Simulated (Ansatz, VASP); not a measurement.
**CaO in VASP and in Ansatz**

```xyz
2
Lattice="0.0000 2.4036 2.4036 2.4036 0.0000 2.4036 2.4036 2.4036 0.0000" Properties=species:S:1:pos:R:3 pbc="T T T"
Ca    0.0000    0.0000    0.0000
O     2.4036    2.4036    2.4036
```

Alike in both runs: task single point; functional PBE; k mesh 10 × 10 × 10; occupations gaussian, width 0.013 eV; no spin polarisation.

|  | VASP | Ansatz |
| --- | --- | --- |
| version | VASP 6.6.1 | Ansatz 0.2.0 |
| potentials or method | VASP PAW PBE potentials, release 64 (Ca_sv, O) | Ansatz PAW |
| plane-wave cutoff (eV) | 520 | 420 |
| valence electrons in the cell | 16 | 16 |

```csv
,VASP,Ansatz,Ansatz less VASP
gap on the k mesh at the Fermi level (eV),3.64,3.66,+0.020
least direct gap on the mesh (eV),4.01,4.03,+0.018
pressure (GPa),2.2,1.6,-0.57
```

With one functional, cell and mesh, what is left measures potentials, basis and numerics.
